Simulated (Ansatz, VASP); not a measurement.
Cd: VASP beside Ansatz

INCAR

```
PREC = Accurate
ENCUT = 520
EDIFF = 1E-7
ISMEAR = -1
SIGMA = 0.1
LREAL = F
LASPH = T
NELM = 100
ALGO = Normal
ISIF = 2
LWAVE = F
LCHARG = F
GGA = B5
ALDAX = 1.0
AGGAX = 1.0
AGGAC = 1.0
ALDAC = 0.0
NBANDS = 12
```

File KPOINTS:

```
regular mesh
0
Gamma
  13 13 13
```

POSCAR

```
Cd
1.0
    0.0000000000      2.3003309481      2.3003309481
    2.3003309481      0.0000000000      2.3003309481
    2.3003309481      2.3003309481      0.0000000000
Cd
1
Direct
    0.0000000000      0.0000000000      0.0000000000
```

Input for Ansatz:

```yaml
crystal:
  lattice:
    - [0.0, 2.3003309481, 2.3003309481]
    - [2.3003309481, 0.0, 2.3003309481]
    - [2.3003309481, 2.3003309481, 0.0]
  atoms:
    - { symbol: Cd, position: [0.0, 0.0, 0.0] }
hamiltonian:
  xc: blyp
  pseudopotentials:
    kind: paw
    azcp:
      Cd: "pseudopotentials/Cd.paw.azcp"
basis:
  ecutwfc: 420
  fft_grid_basis: typed
kpoints:
  mp_grid: { grid: [13, 13, 13], shift: [0, 0, 0] }
magnetization:
  spin_polarized: false
scf:
  occupations: { method: fermi_dirac, width: 0.1 }
  lower_state_search: "off"
output:
  stress: true
```

Alike in both runs: task single point; functional BLYP; k mesh 13 × 13 × 13; occupations fermi-dirac, width 0.1 eV; no spin polarisation.

|  | VASP | Ansatz |
| --- | --- | --- |
| version | VASP 6.6.1 | Ansatz 0.2.0 |
| potentials or method | VASP PAW PBE potentials, release 64 (Cd), cutoff 520 eV | plane waves (420 eV) with PAW, scalar-relativistic |
| valence electrons in the cell | 12 | 20 |

```tsv
	VASP	Ansatz	Ansatz less VASP
pressure (GPa)	2.2	2.0	-0.21
```

VASP's potentials were made for PBE, not for BLYP. VASP's potentials hold 12 valence electrons a cell and Ansatz's 20, so a difference there can come from the potentials and not from the codes.
